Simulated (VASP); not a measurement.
# C (R-3m) in VASP: further runs

C is run at these levels: PBE+D3(BJ), PBE; tasks: single point.

Program: VASP 6.6.1. These are calculated values, not measurements. Logs are shortened: lines on timing, memory, paths and dates and some standing lists are left out, and cuts for length are marked.

### 1 The cell of the first run

It takes space group R-3m (No. 166, trigonal). The conventional cell has a = 2.465 Å, b = 2.465 Å, c = 20.871 Å, α = 90.00°, β = 90.00°, γ = 120.00°. Within 1.9 Å of C (site symmetry 3m) lie 3 C at 1.42 Å. C (site symmetry 3m) has 3 C at 1.42 Å within 1.9 Å.

### 2 Single point, PBE+D3(BJ)

The input, INCAR:

```
ALGO     = Normal         # electronic algorithm
EDIFF    = 1E-6           # SCF threshold, eV
ENCUT    = 520            # plane-wave cutoff, eV
GGA      = PE             # functional
ISIF     = 2              # what is computed and relaxed
ISMEAR   = -1             # smearing method
IVDW     = 12             # dispersion correction
LASPH    = T              # aspherical terms in the spheres
LCHARG   = F              # write CHGCAR
LREAL    = F              # projectors in reciprocal space
LWAVE    = F              # write WAVECAR
NBANDS   = 16             # bands
NELM     = 100            # most SCF steps
PREC     = Accurate       # precision mode
SIGMA    = 0.05           # smearing width, eV
```

The input, KPOINTS:

```
k-points
0
Gamma
  12 12 12
```

The input, POSCAR:

```
C
1.0
    1.2326096735      0.7116475268      6.9569382493
   -1.2326096735      0.7116475268      6.9569382493
    0.0000000000     -1.4232950536      6.9569382493
C
4
Direct
    0.0814559793      0.0814559793      0.0814559793
    0.7481455835      0.7481455835      0.7481455835
    0.2518544165      0.2518544165      0.2518544165
    0.9185440207      0.9185440207      0.9185440207
```

Potentials or basis: VASP PAW PBE potentials, release 64 (C).

On the command line:

```bash
$ cat potpaw_PBE.64/C/POTCAR > POTCAR
$ mpirun -np 1 vasp_std > vasp.out
```

OUTCAR:

```text
EDIFF = 1E-6
   ENCUT = 520
   GGA = PE
   ISIF = 2
   ISMEAR = -1
   IVDW = 12
   LASPH = T
   LREAL = F
   NELM = 100
   PREC = Accurate
 IVDW          = 12

 ion  position               nearest neighbor table
   1  0.081  0.081  0.081-   2 1.42   2 1.42   2 1.42
   2  0.748  0.748  0.748-   1 1.42   1 1.42   1 1.42
   3  0.252  0.252  0.252-   4 1.42   4 1.42   4 1.42
   4  0.919  0.919  0.919-   3 1.42   3 1.42   3 1.42

  LATTYP: Found a trigonal (rhomboedric) cell.
 ALAT       =     7.1010392630
 COS(alpha) =     0.9397388644

  Lattice vectors:

 A1 = (   1.2326096735,   0.7116475268,   6.9569382493)
 A2 = (  -1.2326096735,   0.7116475268,   6.9569382493)
 A3 = (   0.0000000000,  -1.4232950536,   6.9569382493)

Analysis of symmetry for initial positions (statically):
=====================================================================
 Subroutine PRICEL returns:
 Original cell was already a primitive cell.

 Routine SETGRP: Setting up the symmetry group for a
 trigonal (rhombohedral) supercell.

 Subroutine GETGRP returns: Found 12 space group operations
 (whereof 12 operations were pure point group operations)
 out of a pool of 12 trial point group operations.

The static configuration has the point symmetry D_3d.

Analysis of symmetry for dynamics (positions and initial velocities):
=====================================================================
 Subroutine PRICEL returns:
 Original cell was already a primitive cell.

 Routine SETGRP: Setting up the symmetry group for a
 trigonal (rhombohedral) supercell.

 Subroutine GETGRP returns: Found 12 space group operations
 (whereof 12 operations were pure point group operations)
 out of a pool of 12 trial point group operations.

The dynamic configuration has the point symmetry D_3d.

 Subroutine INISYM returns: Found 12 space group operations
 (whereof 12 operations are pure point group operations),
 and found     1 'primitive' translations

----------------------------------------------------------------------------------------

                                     Primitive cell

  volume of cell :      36.6151

  direct lattice vectors                    reciprocal lattice vectors
     1.232609674  0.711647527  6.956938249     0.405643417  0.234198336  0.047913798
    -1.232609674  0.711647527  6.956938249    -0.405643417  0.234198336  0.047913798
     0.000000000 -1.423295054  6.956938249     0.000000000 -0.468396672  0.047913798

  length of vectors
     7.101039263  7.101039263  7.101039263     0.470840923  0.470840923  0.470840923

  position of ions in fractional coordinates (direct lattice)
     0.081455979  0.081455979  0.081455979
     0.748145583  0.748145583  0.748145583
     0.251854417  0.251854417  0.251854417
     0.918544021  0.918544021  0.918544021

  ion indices of the primitive-cell ions
   primitive index   ion index
                 1           1
                 2           2
                 3           3
                 4           4

----------------------------------------------------------------------------------------

 KPOINTS: k-points

Automatic generation of k-mesh.
 Grid dimensions read from file:
 generate k-points for:   12   12   12

 Generating k-lattice:

  Cartesian coordinates                     Fractional coordinates (reciprocal lattice)
     0.033803618  0.019516528  0.003992816     0.083333333 -0.000000000 -0.000000000
    -0.033803618  0.019516528  0.003992816    -0.000000000  0.083333333 -0.000000000
     0.000000000 -0.039033056  0.003992816    -0.000000000 -0.000000000  0.083333333

  Length of vectors
     0.039236744  0.039236744  0.039236744

  Shift w.r.t. Gamma in fractional coordinates (k-lattice)
     0.000000000  0.000000000  0.000000000

 Subroutine IBZKPT returns following result:
 ===========================================

 Found    189 irreducible k-points:

 Following reciprocal coordinates:
            Coordinates               Weight
  0.000000  0.000000  0.000000      1.000000
  0.083333  0.000000  0.000000      6.000000
  0.166667 -0.000000  0.000000      6.000000
  0.250000  0.000000  0.000000      6.000000
  0.333333 -0.000000 -0.000000      6.000000
  0.416667 -0.000000 -0.000000      6.000000
[... 16 lines left out ...]
  0.500000  0.166667  0.000000     12.000000
 -0.416667  0.166667  0.000000     12.000000
 [... further k-points ...]
   k-points           NKPTS =    189   k-points in BZ     NKDIM =    189   number of bands    NBANDS=     16
   number of dos      NEDOS =    301   number of ions     NIONS =      4
   total plane-waves  NPLWV = 157464
   dimension x,y,z NGX =    54 NGY =   54 NGZ =   54
   dimension x,y,z NGXF=   108 NGYF=  108 NGZF=  108
   ions per type =               4
   NGX,Y,Z   is equivalent  to a cutoff of  12.64, 12.64, 12.64 a.u.
   NGXF,Y,Z  is equivalent  to a cutoff of  25.28, 25.28, 25.28 a.u.
 SYSTEM =  unknown system
   PREC   = accura    normal or accurate (medium, high low for compatibility)
   ISTART =      0    job   : 0-new  1-cont  2-samecut
   ICHARG =      2    charge: 1-file 2-atom 10-const
   ISPIN  =      1    spin polarized calculation?
   LNONCOLLINEAR =      F non collinear calculations
   LSORBIT =      F    spin-orbit coupling
   LASPH  =      T    aspherical Exc in radial PAW
   ENCUT  =  520.0 eV  38.22 Ry    6.18 a.u.  13.20 13.20 13.20*2*pi/ulx,y,z
   NELM   =    100;   NELMIN=  2; NELMDL= -5     # of ELM steps
   EDIFF  = 0.1E-05   stopping-criterion for ELM
   LREAL  =      F    real-space projection
   EDIFFG = 0.1E-04   stopping-criterion for IOM
   NSW    =      0    number of steps for IOM
   IBRION =     -1    ionic relax: 0-MD 1-quasi-New 2-CG
   NFREE  =      0    steps in history (QN), initial steepest desc. (CG)
   ISIF   =      2    stress and relaxation
   ISYM   =      2    0-nonsym 1-usesym 2-fastsym
   POTIM  = 0.5000    time-step for ionic-motion
   TEBEG  =    0.0;   TEEND  =   0.0 temperature during run
   PSTRESS=    0.0 pullay stress
   NELECT =      16.0000    total number of electrons
   NUPDOWN=      -1.0000    fix difference up-down
   EMIN   =  10.00;   EMAX   =-10.00  energy-range for DOS
   EFERMI =   0.00;   METHOD = LEGACY
   ISMEAR =    -1;   SIGMA  =   0.05  broadening in eV -4-tet -1-fermi 0-gaus
   EFERMI_NEDOS =   21; number of points for ismear=-14 and -15
   IALGO  =     38    algorithm
   IMIX   =      4    mixing-type and parameters
     AMIX     =   0.40;   BMIX     =  1.00
     AMIX_MAG =   1.60;   BMIX_MAG =  1.00
  volume/ion in A,a.u.               =       9.15        61.77
  Fermi-wavevector in a.u.,A,eV,Ry     =   1.242305  2.347616 20.998162  1.543321
  Thomas-Fermi vector in A             =   2.376665
   LORBIT       =      0    0 simple, 1 ext, 2 COOP (PROOUT), +10 PAW based schemes
   GGA     = PE    functional components
   LHFCALC =     F    Hartree Fock is set to
   AEXX    =    0.0000 exact exchange contribution
   IVDW    =    12    specifies the selected vdW correction
   LEPSILON=     F    determine dielectric tensor
   LRPA    =     F    only Hartree local field effects (RPA)
 non-spin polarized calculation
  energy-cutoff  :      520.00
  volume of cell :       36.62
 maximum number of plane-waves:      1009
 NGX is ok and might be reduce to    54
   NGX = 27   NGY = 27   NGZ = 27

 number of electron      16.0000001 magnetization

 Free energy of the ion-electron system (eV)
  ---------------------------------------------------
  ext. energy  EPLUGINS =         0.00000000
  ---------------------------------------------------
  free energy    TOTEN  =       -36.85169933 eV

  energy without entropy =      -36.85096335  energy(sigma->0) =      -36.85133134

 E-fermi :   4.3694     XC(G=0): -10.0665

 val. band max:        4.2429358603   @ k =  -0.3333   0.3333   0.0000
 cond. band min:       4.4957242502   @ k =  -0.3333   0.3333   0.0000
 fundamental gap:      0.2527883899
 Fermi energy:         4.3693827927

 k-point     1 :       0.0000    0.0000    0.0000
  band No.  band energies     occupation
      1     -15.2507      2.00000
      2     -15.0210      2.00000
      3      -4.0060      2.00000
      4      -2.3610      2.00000
      5       1.3534      2.00000
      6       1.3534      2.00000
[... 8 lines left out ...]
     15      15.7980      0.00000
     16      15.8342      0.00000

 k-point     2 :       0.0833    0.0000    0.0000
  band No.  band energies     occupation
      1     -15.0849      2.00000
      2     -14.8584      2.00000
      3      -3.8031      2.00000
      4      -2.1752      2.00000
      5       0.6964      2.00000
      6       0.7092      2.00000
[... 8 lines left out ...]
     15      15.2273      0.00000
     16      15.2851      0.00000

 k-point     3 :       0.1667   -0.0000    0.0000
  band No.  band energies     occupation
      1     -14.5895      2.00000
      2     -14.3725      2.00000
      3      -3.1990      2.00000
      4      -1.6236      2.00000
      5      -0.9521      2.00000
      6      -0.9215      2.00000
[... 8 lines left out ...]
     15      15.2398      0.00000
     16      15.2561      0.00000

 k-point     4 :       0.2500    0.0000    0.0000
  band No.  band energies     occupation
      1     -13.7705      2.00000
      2     -13.5685      2.00000
      3      -3.0636      2.00000
      4      -3.0108      2.00000
      5      -2.2111      2.00000
      6      -0.7270      2.00000
[... 8 lines left out ...]
     15      17.7874      0.00000
     16      17.8052      0.00000

 k-point     5 :       0.3333   -0.0000   -0.0000
  band No.  band energies     occupation
      1     -12.6405      2.00000
      2     -12.4583      2.00000
      3      -5.2810      2.00000
      4      -5.2036      2.00000
      5      -1.3959      2.00000
      6      -1.3856      2.00000
[... 8 lines left out ...]
     15      19.5509      0.00000
     16      20.6210      0.00000

 k-point     6 :       0.4167   -0.0000   -0.0000
  band No.  band energies     occupation
      1     -11.2316      2.00000
      2     -11.0731      2.00000
      3      -7.3947      2.00000
      4      -7.2928      2.00000
      5      -1.8682      2.00000
      6      -1.8590      2.00000
[... 8 lines left out ...]
     15      18.0039      0.00000
     16      20.5552      0.00000
[... 267 lines left out ...]
 k-point    21 :       0.3333    0.1667   -0.0000
  band No.  band energies     occupation
      1     -13.2759      2.00000
      2     -13.1000      2.00000
      3      -3.3894      2.00000
      4      -3.3606      2.00000
      5      -2.0355      2.00000
      6      -2.0144      2.00000
[... 8 lines left out ...]
     15      15.8818      0.00000
     16      15.9868      0.00000

 k-point    22 :       0.4167    0.1667   -0.0000
  band No.  band energies     occupation
      1     -12.1559      2.00000
      2     -12.0017      2.00000
      3      -5.1409      2.00000
      4      -5.0662      2.00000
      5      -3.0875      2.00000
      6      -3.0763      2.00000
[... 8 lines left out ...]
     15      17.0800      0.00000
     16      17.6817      0.00000

 k-point    23 :       0.5000    0.1667    0.0000
  band No.  band energies     occupation
      1     -10.7667      2.00000
      2     -10.6366      2.00000
      3      -7.0692      2.00000
      4      -6.9619      2.00000
      5      -3.6667      2.00000
      6      -3.6493      2.00000
[... 8 lines left out ...]
     15      17.5616      0.00000
     16      18.7030      0.00000

 k-point    24 :      -0.4167    0.1667    0.0000
  band No.  band energies     occupation
      1      -9.5234      2.00000
      2      -9.4136      2.00000
      3      -8.4919      2.00000
      4      -8.4064      2.00000
      5      -3.8540      2.00000
      6      -3.8317      2.00000
[... 8 lines left out ...]
     15      16.4556      0.00000
     16      18.5842      0.00000

 [... further k-points ...]

------------------------ aborting loop because EDIFF is reached ----------------------------------------

 Edisp (eV)   -0.59902

 E8    (eV) :    -0.1689

  FORCE on cell =-STRESS in cart. coord.  units (eV):
  Direction    XX          YY          ZZ          XY          YZ          ZX
  --------------------------------------------------------------------------------------
  -------------------------------------------------------------------------------------
  Total       0.13033     0.13033    -0.09061     0.00000     0.00000     0.00000
  in kB       5.70271     5.70271    -3.96494     0.00000     0.00000     0.00000
  external pressure =        2.48 kB  Pullay stress =        0.00 kB

 VOLUME and BASIS-vectors are now :
 -----------------------------------------------------------------------------
  energy-cutoff  :      520.00
  volume of cell :       36.62
      direct lattice vectors                 reciprocal lattice vectors
     1.232609674  0.711647527  6.956938249     0.405643417  0.234198336  0.047913798
    -1.232609674  0.711647527  6.956938249    -0.405643417  0.234198336  0.047913798
     0.000000000 -1.423295054  6.956938249     0.000000000 -0.468396672  0.047913798

 POSITION                                       TOTAL-FORCE (eV/Angst)
 -----------------------------------------------------------------------------------
      0.00000      0.00000      1.70005         0.000000      0.000000      0.000467
      0.00000      0.00000     15.61441         0.000000     -0.000000      0.000244
      0.00000      0.00000      5.25641         0.000000     -0.000000     -0.000244
      0.00000      0.00000     19.17076         0.000000      0.000000     -0.000467
 -----------------------------------------------------------------------------------
    total drift:                               -0.000000     -0.000000      0.000000

  FREE ENERGIE OF THE ION-ELECTRON SYSTEM (eV)
  ---------------------------------------------------
  free  energy   TOTEN  =       -37.4507240810 eV

  energy  without entropy=      -37.4499880957  energy(sigma->0) =      -37.45035609
```

It took 9 min on 1 thread of Intel Xeon Platinum 8488C (Sapphire Rapids), shared host; peak memory 0.4 GiB.

Results:

- Free energy: -37.4507 eV
- Pressure: 0.2 GPa
- Dispersion energy per atom: -0.150 eV

Stress tensor (GPa, compression positive):
```
 0.57  0.00  0.00
 0.00  0.57  0.00
 0.00  0.00 -0.40
```

Caveat: three body term missing.

### 3 Single point, PBE+D3(BJ)

This run uses another cell than the first one, of 10.91 Å³/atom.

The input, INCAR:

```
ALGO = Normal
EDIFF = 1E-7
ENCUT = 520
GGA = PE
ISIF = 2
ISMEAR = -1
IVDW = 12
LASPH = True
LCHARG = False
LREAL = False
LWAVE = False
NBANDS = 16
NELM = 100
PREC = Accurate
SIGMA = 0.05
```

KPOINTS is that of step 2.

The input, POSCAR:

```
C
1.0
    1.2331880975      0.7119814801      8.2826151019
   -1.2331880975      0.7119814801      8.2826151019
    0.0000000000     -1.4239629601      8.2826151019
C
4
Direct
    0.0871730800      0.0871730800      0.0871730800
    0.7538500600      0.7538500600      0.7538500600
    0.2461499400      0.2461499400      0.2461499400
    0.9128269200      0.9128269200      0.9128269200
```

Potentials or basis: VASP PAW PBE potentials, release 64 (C).

On the command line:

```bash
$ cat potpaw_PBE.64/C/POTCAR > POTCAR
$ mpirun -np 1 vasp_std > vasp.out
```

Run time: 13 min. Hardware: 1 thread of Intel Xeon Platinum 8488C (Sapphire Rapids), shared host; peak memory 0.56 GiB.

The run converged. Its results:

```
Free energy                : -37.3866 eV
Pressure                   : -0.4 GPa
Largest force              : 0.005 eV/Å
Dispersion energy per atom : -0.123 eV
```

Forces on the atoms (eV/Å):
```
C    0.000  0.000  0.005
C    0.000  0.000 -0.002
C    0.000  0.000  0.002
C    0.000  0.000 -0.005
```

Stress tensor (GPa, compression positive):
```
 0.27  0.00  0.00
 0.00  0.27  0.00
 0.00  0.00 -1.68
```

Caveat: three body term missing.

(Continued in part 2 of 2.)
